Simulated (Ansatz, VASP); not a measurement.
Two plane-wave programs on NbN

```
Nb N
1.0
     0.00000    2.20040    2.20040
     2.20040    0.00000    2.20040
     2.20040    2.20040    0.00000
Nb N
1 1
Cartesian
  2.2004 2.2004 2.2004
  0.0000 0.0000 0.0000
```

Alike in both runs: task single point; functional PBE; k mesh 7 × 7 × 7; occupations methfessel-paxton of order 1, width 0.001 eV; no spin polarisation.

|  | VASP | Ansatz |
| --- | --- | --- |
| version | VASP 6.6.1 | Ansatz 0.2.0 |
| potentials or method | VASP PAW PBE potentials, release 64 (Nb_sv, N), cutoff 600 eV | PAW plane waves |
| valence electrons in the cell | 18 | 18 |

|  | VASP | Ansatz | Ansatz less VASP |
| --- | --- | --- | --- |
| gap on the k mesh at the Fermi level (eV) | none | none | - |
| pressure (GPa) | 3.6 | 4.3 | +0.70 |

A gap of «none» marks a metal or a gap that the smearing closes.
